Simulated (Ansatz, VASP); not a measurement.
**Two plane-wave programs on Ba**

```
CELL_PARAMETERS angstrom
-2.50623 2.50623 2.50623
2.50623 -2.50623 2.50623
2.50623 2.50623 -2.50623
ATOMIC_POSITIONS crystal
Ba 0.00000 0.00000 0.00000
```

Alike in both runs: task single point; functional PBEsol; k mesh 12 × 12 × 12; occupations gaussian, width 0.05 eV; no spin polarisation.

|  | VASP | Ansatz |
| --- | --- | --- |
| version | VASP 6.6.1 | Ansatz 0.2.0 |
| potentials or method | VASP PAW PBE potentials, release 64 (Ba_sv), cutoff 500 eV | scalar-relativistic, plane waves, PAW |
| valence electrons in the cell | 10 | 10 |

|  | VASP | Ansatz | Ansatz less VASP |
| --- | --- | --- | --- |
| pressure (GPa) | -0.6 | -0.6 | -0.06 |

VASP's potentials were made for PBE, not for PBEsol.

Neither program's run includes spin-orbit coupling.
